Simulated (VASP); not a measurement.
**MgZn7O8: single point with r2SCAN**

Crystal: MgZn7O8.

```xyz
16
Lattice="0.0006 -0.0006 -5.2050 3.2411 5.5981 0.0003 3.2409 -5.5980 -0.0010" Properties=species:S:1:pos:R:3 pbc="T T T"
O     1.6213   -0.9325   -3.2316
O     3.2413   -3.7304   -3.2320
O     3.2430    1.8673   -3.2313
O     4.8626   -0.9321   -3.2351
O     3.2489   -1.8552   -0.6230
O     1.6215    0.9396   -0.6267
O     4.8625    0.9303   -0.6228
O     3.2344    3.7428   -0.6222
Mg    4.8628   -0.9301   -5.2070
Zn    1.6217   -0.9375   -5.2147
Zn    3.2354   -3.7248   -5.2147
Zn    3.2496    1.8732   -5.2141
Zn    3.2410   -1.8629   -2.6003
Zn    1.6216    0.9366   -2.6073
Zn    4.8628    0.9370   -2.5998
Zn    3.2433    3.7347   -2.5996
```

```
Program             : VASP 6.6.1
Task                : single point
Functional          : r2SCAN
Potentials or basis : VASP PAW PBE potentials, release 64 (O, Mg, Zn)
Cutoff              : 520 eV
k mesh              : 2 × 2 × 2, shifted
Occupations         : gaussian, width 0.1 eV
Spin                : no spin polarisation
```

```yaml
Pressure: 0.9 GPa
Largest_force: 0.093 eV/Å
Band_gap_on_the_k_mesh: 3.40 eV
```

Forces on the atoms (eV/Å):
```
O    0.001  0.000  0.008
O   -0.002 -0.001  0.009
O   -0.001  0.001  0.007
O    0.000  0.000 -0.072
O    0.072  0.043  0.030
O   -0.001  0.000  0.010
O    0.000 -0.090  0.025
O   -0.073  0.042  0.028
Mg   0.000 -0.003  0.016
Zn   0.001 -0.002  0.003
Zn  -0.003 -0.002  0.002
Zn   0.005 -0.001  0.004
Zn  -0.003  0.001 -0.019
Zn   0.001  0.002 -0.012
Zn   0.001  0.008 -0.020
Zn   0.002  0.002 -0.018
```

Levels at points of the mesh, in eV from the valence-band top:
```
           k point  band 64  band 65  band 66  band 67  band 68  band 69  band 70  band 71
(0.25, 0.25, 0.25)    -0.61    -0.49    -0.30    -0.26     4.28     5.48     5.68     7.04
```

It took 14 min on 1 thread of Intel Xeon 8259CL, with other jobs on the host, peak memory 0.32 GiB.

Caveat: the k points lie up to 0.60 Å⁻¹ apart; the PAW data sets were made with another functional, which shifts forces and pressure a little; a shifted mesh leaves out Γ, where band edges can lie. A k mesh can miss the band edges.
